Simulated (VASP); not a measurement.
# AlB5As6 (P3m1) in VASP: a series of runs

The runs below take AlB5As6 through single point, with PBE.

Program: VASP 6.6.1. These are calculated values, not measurements. Logs are shortened: lines on timing, memory, paths and dates and some standing lists are left out, and cuts for length are marked.

**1. The cell of the first run**

It takes space group P3m1 (No. 156, trigonal). Conventional cell: a = 3.597 Å, b = 3.597 Å, c = 17.621 Å, α = 90.00°, β = 90.00°, γ = 120.00°. Al (site symmetry 3m) has 4 As at 2.20 Å within 2.9 Å. B (site symmetry 3m) has 4 As at 2.20 Å within 2.9 Å. Within 2.9 Å of B (site symmetry 3m) lie 4 As at 2.20 Å. B (site symmetry 3m) has 4 As at 2.20 Å within 2.9 Å. B (site symmetry 3m) has 4 As at 2.20 Å within 2.9 Å. B (site symmetry 3m) has 4 As at 2.20 Å within 2.9 Å. As (site symmetry 3m) has 4 B at 2.20 Å within 2.9 Å. Within 2.9 Å of As (site symmetry 3m) lie 4 B at 2.20 Å.

**2. Single point, PBE**

INCAR reads:

```
PREC = Accurate ; ENCUT = 520
EDIFF = 1E-7 ; ISMEAR = 0
SIGMA = 0.1 ; LREAL = False
LASPH = True ; NELM = 60
ALGO = Normal ; ISIF = 2
LWAVE = False ; LCHARG = True
GGA = PE ; LELF = True
LVHAR = True ; NBANDS = 36
```

KPOINTS reads:

```
regular mesh
0
Gamma
  6 6 1
```

POSCAR reads:

```
AlB5As6
1.0
    3.5968836700      0.0000000000      0.0000000000
   -1.7984418400      3.1149926300      0.0000000000
    0.0000000000      0.0000000000     17.6210593200
Al B As
1 5 6
Direct
    0.0000000000      0.0000000000      0.5000000000
    0.0000000000      0.0000000000      0.0000000000
    0.3333333300      0.6666666700      0.8333333300
    0.6666666700      0.3333333300      0.6666666700
    0.3333333300      0.6666666700      0.3333333300
    0.6666666700      0.3333333300      0.1666666700
    0.3333333300      0.6666666700      0.9583333300
    0.6666666700      0.3333333300      0.7916666700
    0.0000000000      0.0000000000      0.6250000000
    0.3333333300      0.6666666700      0.4583333300
    0.6666666700      0.3333333300      0.2916666700
    0.0000000000      0.0000000000      0.1250000000
```

Potentials or basis: VASP PAW PBE potentials, release 64 (Al, B, As).

Launch:

```console
> cat potpaw_PBE.64/Al/POTCAR potpaw_PBE.64/B/POTCAR potpaw_PBE.64/As/POTCAR > POTCAR
> mpirun -np 1 vasp_std > vasp.out
```

OUTCAR:

```text
PREC = Accurate
   ENCUT = 520
   EDIFF = 1E-7
   ISMEAR = 0
   LREAL = False
   LASPH = True
   NELM = 60
   ISIF = 2
   GGA = PE

 ion  position               nearest neighbor table
   1  0.000  0.000  0.500-  10 2.20   9 2.20  10 2.20  10 2.20
   2  0.000  0.000  0.000-   7 2.20  12 2.20   7 2.20   7 2.20
   3  0.333  0.667  0.833-   8 2.20   8 2.20   8 2.20   7 2.20
   4  0.667  0.333  0.667-   9 2.20   8 2.20   9 2.20   9 2.20
   5  0.333  0.667  0.333-  11 2.20  11 2.20  11 2.20  10 2.20
   6  0.667  0.333  0.167-  12 2.20  11 2.20  12 2.20  12 2.20
   7  0.333  0.667  0.958-   2 2.20   3 2.20   2 2.20   2 2.20
   8  0.667  0.333  0.792-   3 2.20   3 2.20   3 2.20   4 2.20
   9  0.000  0.000  0.625-   4 2.20   1 2.20   4 2.20   4 2.20
  10  0.333  0.667  0.458-   1 2.20   5 2.20   1 2.20   1 2.20
  11  0.667  0.333  0.292-   5 2.20   5 2.20   5 2.20   6 2.20
  12  0.000  0.000  0.125-   6 2.20   2 2.20   6 2.20   6 2.20

  LATTYP: Found a hexagonal cell.
 ALAT       =     3.5968836700
 C/A-ratio  =     4.8989794880

  Lattice vectors:

 A1 = (   3.5968836700,   0.0000000000,   0.0000000000)
 A2 = (  -1.7984418400,   3.1149926300,   0.0000000000)
 A3 = (   0.0000000000,   0.0000000000,  17.6210593200)

Analysis of symmetry for initial positions (statically):
=====================================================================
 Subroutine PRICEL returns:
 Original cell was already a primitive cell.

 Routine SETGRP: Setting up the symmetry group for a
 hexagonal supercell.

 Subroutine GETGRP returns: Found  6 space group operations
 (whereof  6 operations were pure point group operations)
 out of a pool of 24 trial point group operations.

The static configuration has the point symmetry C_3v.

Analysis of symmetry for dynamics (positions and initial velocities):
=====================================================================
 Subroutine PRICEL returns:
 Original cell was already a primitive cell.

 Routine SETGRP: Setting up the symmetry group for a
 hexagonal supercell.

 Subroutine GETGRP returns: Found  6 space group operations
 (whereof  6 operations were pure point group operations)
 out of a pool of 24 trial point group operations.

The dynamic configuration has the point symmetry C_3v.

 Subroutine INISYM returns: Found  6 space group operations
 (whereof  6 operations are pure point group operations),
[... 107 lines left out ...]
   TEBEG  =    0.0;   TEEND  =   0.0 temperature during run
   PSTRESS=    0.0 pullay stress
   NELECT =      48.0000    total number of electrons
   NUPDOWN=      -1.0000    fix difference up-down
   EMIN   =  10.00;   EMAX   =-10.00  energy-range for DOS
   EFERMI =   0.00;   METHOD = LEGACY
   ISMEAR =     0;   SIGMA  =   0.10  broadening in eV -4-tet -1-fermi 0-gaus
   EFERMI_NEDOS =   21; number of points for ismear=-14 and -15
   IALGO  =     38    algorithm
   IMIX   =      4    mixing-type and parameters
     AMIX     =   0.40;   BMIX     =  1.00
     AMIX_MAG =   1.60;   BMIX_MAG =  1.00
  volume/ion in A,a.u.               =      16.45       111.03
  Fermi-wavevector in a.u.,A,eV,Ry     =   1.021763  1.930852 14.204473  1.043999
  Thomas-Fermi vector in A             =   2.155405
   LORBIT       =      0    0 simple, 1 ext, 2 COOP (PROOUT), +10 PAW based schemes
   GGA     = PE    functional components
   LHFCALC =     F    Hartree Fock is set to
   AEXX    =    0.0000 exact exchange contribution
   IVDW    =     0    specifies the selected vdW correction
   LEPSILON=     F    determine dielectric tensor
   LRPA    =     F    only Hartree local field effects (RPA)
 non-spin polarized calculation
 Gauss-broadening in eV      SIGMA  =   0.10
  energy-cutoff  :      520.00
  volume of cell :      197.43
 maximum number of plane-waves:      5393
 NGX is ok and might be reduce to    28
   NGX = 13   NGY = 13   NGZ = 65

 number of electron      48.0000000 magnetization

 Free energy of the ion-electron system (eV)
  ---------------------------------------------------
  ext. energy  EPLUGINS =         0.00000000
  ---------------------------------------------------
  free energy    TOTEN  =       -63.19910276 eV

  energy without entropy =      -63.19910276  energy(sigma->0) =      -63.19910276

 E-fermi :   5.1925     XC(G=0):  -9.8802

 val. band max:        4.7481506973   @ k =   0.0000   0.0000   0.0000
 cond. band min:       6.0406611592   @ k =   0.5000   0.0000   0.0000
 fundamental gap:      1.2925104619
 Fermi energy:         5.1925369969

 k-point     1 :       0.0000    0.0000    0.0000
  band No.  band energies     occupation
      1      -9.2358      2.00000
      2      -8.8090      2.00000
      3      -8.7332      2.00000
      4      -7.7972      2.00000
      5      -7.7293      2.00000
      6      -6.9090      2.00000
[... 262 lines left out ...]
     35      11.1380      0.00000
     36      11.2186      0.00000

------------------------ aborting loop because EDIFF is reached ----------------------------------------

  FORCE on cell =-STRESS in cart. coord.  units (eV):
  Direction    XX          YY          ZZ          XY          YZ          ZX
  --------------------------------------------------------------------------------------
  -------------------------------------------------------------------------------------
  Total       -4.7076866     -4.7076866     -4.9136045      0.0000000     -0.0000000      0.0000000
  in kB      -38.2034601    -38.2034600    -39.8745090      0.0000001     -0.0000000      0.0000000
  external PRESSURE =     -38.7604764 kB  Pullay stress =       0.0000000 kB

 VOLUME and BASIS-vectors are now :
 -----------------------------------------------------------------------------
  energy-cutoff  :      520.00
  volume of cell :      197.43
      direct lattice vectors                 reciprocal lattice vectors
     3.596883670  0.000000000  0.000000000     0.278018444  0.160514024  0.000000000
    -1.798441840  3.114992630  0.000000000     0.000000000  0.321028047  0.000000000
     0.000000000  0.000000000 17.621059320     0.000000000  0.000000000  0.056750277

 POSITION                                       TOTAL-FORCE (eV/Angst)
 -----------------------------------------------------------------------------------
      0.00000      0.00000      8.81053        -0.000000      0.000000     -0.495319
      0.00000      0.00000      0.00000        -0.000000      0.000000     -0.001827
     -0.00000      2.07666     14.68422        -0.000000      0.000000     -0.018989
      1.79844      1.03833     11.74737        -0.000000      0.000000      0.424618
     -0.00000      2.07666      5.87369         0.000000     -0.000000     -0.247339
      1.79844      1.03833      2.93684        -0.000000     -0.000000      0.007570
     -0.00000      2.07666     16.88685         0.000000     -0.000000      0.003942
      1.79844      1.03833     13.95001        -0.000000      0.000000      0.015208
      0.00000      0.00000     11.01316        -0.000000      0.000000      4.165035
     -0.00000      2.07666      8.07632         0.000000     -0.000000     -3.767162
      1.79844      1.03833      5.13948         0.000000     -0.000000     -0.082353
      0.00000      0.00000      2.20263        -0.000000      0.000000     -0.003385
 -----------------------------------------------------------------------------------
    total drift:                                0.000001     -0.000001      0.000052

  FREE ENERGIE OF THE ION-ELECTRON SYSTEM (eV)
  ---------------------------------------------------
  free  energy   TOTEN  =       -63.1991027605 eV

  energy  without entropy=      -63.1991027605  energy(sigma->0) =      -63.19910276
```

OSZICAR:

```text
N       E                     dE             d eps       ncg     rms          rms(c)
DAV:   1     0.157532970622E+03    0.15753E+03   -0.19603E+04   504   0.114E+03
DAV:   2    -0.507164768574E+02   -0.20825E+03   -0.19545E+03   632   0.179E+02
DAV:   3    -0.648423195125E+02   -0.14126E+02   -0.13917E+02   668   0.462E+01
DAV:   4    -0.651002689514E+02   -0.25795E+00   -0.25685E+00   656   0.645E+00
DAV:   5    -0.651049343738E+02   -0.46654E-02   -0.46585E-02   660   0.851E-01    0.936E+00
DAV:   6    -0.634243996271E+02    0.16805E+01   -0.34190E+00   616   0.613E+00    0.508E+00
DAV:   7    -0.632056383080E+02    0.21876E+00   -0.83040E-01   672   0.350E+00    0.174E+00
DAV:   8    -0.631963030215E+02    0.93353E-02   -0.13191E-01   624   0.154E+00    0.626E-01
DAV:   9    -0.631976265152E+02   -0.13235E-02   -0.87297E-03   616   0.388E-01    0.410E-01
DAV:  10    -0.631986725938E+02   -0.10461E-02   -0.34462E-03   600   0.225E-01    0.118E-01
DAV:  11    -0.631990330367E+02   -0.36044E-03   -0.63404E-04   632   0.107E-01    0.503E-02
DAV:  12    -0.631990646505E+02   -0.31614E-04   -0.70117E-05   664   0.395E-02    0.226E-02
DAV:  13    -0.631991018460E+02   -0.37196E-04   -0.65251E-05   576   0.360E-02    0.944E-03
DAV:  14    -0.631991022179E+02   -0.37189E-06   -0.48087E-06   640   0.109E-02    0.533E-03
DAV:  15    -0.631991025434E+02   -0.32544E-06   -0.18611E-06   632   0.516E-03    0.184E-03
DAV:  16    -0.631991026991E+02   -0.15576E-06   -0.39376E-07   576   0.290E-03    0.591E-04
DAV:  17    -0.631991027605E+02   -0.61427E-07   -0.41839E-08   332   0.101E-03
   1 F= -.63199103E+02 E0= -.63199103E+02  d E =-.892969E-11
```

stdout:

```text
POSCAR found type information on POSCAR AlB As
 POSCAR found :  3 types and      12 ions
 scaLAPACK will be used
 LDA part: xc-table for (Slater+PW92), standard interpolation
 POSCAR, INCAR and KPOINTS ok, starting setup
 FFT: planning ... GRIDC
 FFT: planning ... GRID_SOFT
 FFT: planning ... GRID
 WAVECAR not read
 entering main loop
```

Run time: 38 s. Hardware: 1 thread of Intel Xeon 6975P-C (Granite Rapids), shared host; peak memory 0.33 GiB.

Results:

- Free energy: -63.1991 eV
- Pressure: -3.9 GPa
- Largest force: 4.165 eV/Å
- Band gap on the k mesh: 1.29 eV (least direct gap 1.70 eV)

Forces on the atoms (eV/Å):
```
Al   0.000  0.000 -0.495
B    0.000  0.000 -0.002
B    0.000  0.000 -0.019
B    0.000  0.000  0.425
B    0.000  0.000 -0.247
B    0.000  0.000  0.008
As   0.000  0.000  0.004
As   0.000  0.000  0.015
As   0.000  0.000  4.165
As   0.000  0.000 -3.767
As   0.000  0.000 -0.082
As   0.000  0.000 -0.003
```

Levels at points of the mesh, in eV from the valence-band top:
```tsv
k point	band 21	band 22	band 23	band 24	band 25	band 26	band 27	band 28
(0.00, 0.00, 0.00)	-0.43	-0.02	0.00	0.00	1.70	1.82	1.96	2.33
(0.50, 0.00, 0.00)	-2.19	-2.00	-1.51	-1.46	1.29	1.36	1.80	1.86
```

Caveat: the cell stands under tension; forces of over 1 eV/Å act on the atoms, so gaps and moduli don't describe the material at rest. A k mesh can miss the band edges.

**3. Single point, PBE**

This run uses another cell than the first one, of 15.31 Å³/atom.

INCAR reads:

```
SYSTEM = AlB5As6
PREC = Accurate ; ENCUT = 520
EDIFF = 1E-6 ; ISMEAR = 0
SIGMA = 0.1 ; LREAL = .FALSE.
LASPH = .TRUE. ; NELM = 100
ALGO = Normal ; ISIF = 2
LWAVE = .FALSE. ; LCHARG = .FALSE.
GGA = PE ; NBANDS = 36
```

KPOINTS reads:

```
regular mesh
0
G
  12 12 4
  0 0 0
```

POSCAR reads:

```
AlB5As6
1.0
    3.4867895172      0.0000000000      0.0000000000
   -1.7433947586      3.0196482996      0.0000000000
    0.0000000000      0.0000000000     17.4498866210
Al B As
1 5 6
Direct
    0.0000000000      0.0000000000      0.5021656988
    0.0000000000      0.0000000000      0.0006292194
    0.3333333333      0.6666666667      0.8423610581
    0.6666666667      0.3333333333      0.6841010720
    0.3333333333      0.6666666667      0.3168215901
    0.6666666667      0.3333333333      0.1589650261
    0.3333333333      0.6666666667      0.9618598540
    0.6666666667      0.3333333333      0.8036093831
    0.0000000000      0.0000000000      0.6447611627
    0.3333333333      0.6666666667      0.4360865345
    0.6666666667      0.3333333333      0.2785100893
    0.0000000000      0.0000000000      0.1201293119
```

Potentials or basis: VASP PAW PBE potentials, release 64 (Al, B, As).

Launch:

```console
> cat potpaw_PBE.64/Al/POTCAR potpaw_PBE.64/B/POTCAR potpaw_PBE.64/As/POTCAR > POTCAR
> mpirun -np 1 vasp_std > vasp.out
```

Run time: 4 min. Hardware: 1 thread of Intel Xeon 6975P-C (Granite Rapids), shared host; peak memory 0.56 GiB.

Results (log left out):

```yaml
Free_energy: -64.9652 eV
Pressure: 0.4 GPa
Largest_force: 0.042 eV/Å
Band_gap_on_the_k_mesh: zero (bands 24 and 25 overlap by 0.13 eV)
```

Forces on the atoms (eV/Å):
```
Al   0.000  0.000  0.042
B    0.000  0.000 -0.006
B    0.000  0.000 -0.005
B    0.000  0.000 -0.008
B    0.000  0.000 -0.014
B    0.000  0.000 -0.005
As   0.000  0.000  0.006
As   0.000  0.000  0.006
As   0.000  0.000 -0.022
As   0.000  0.000 -0.001
As   0.000  0.000  0.003
As   0.000  0.000  0.005
```

Levels at points of the mesh, in eV from the Fermi level:
```
           k point  band 21  band 22  band 23  band 24  band 25  band 26  band 27  band 28
(0.00, 0.00, 0.00)    -1.38    -1.20     0.10     0.10     0.93     1.10     1.35     1.37
(0.50, 0.00, 0.00)    -3.56    -3.03    -2.75    -1.65     0.00     0.31     0.62     0.82
(0.00, 0.00, 0.50)    -1.36    -1.36     0.09     0.09     0.93     1.10     1.34     1.63
(0.50, 0.00, 0.50)    -3.40    -3.24    -3.00    -1.66     0.15     0.42     0.60     1.10
```

Caveat: semilocal functionals underestimate gaps, and a narrow one can read as zero.
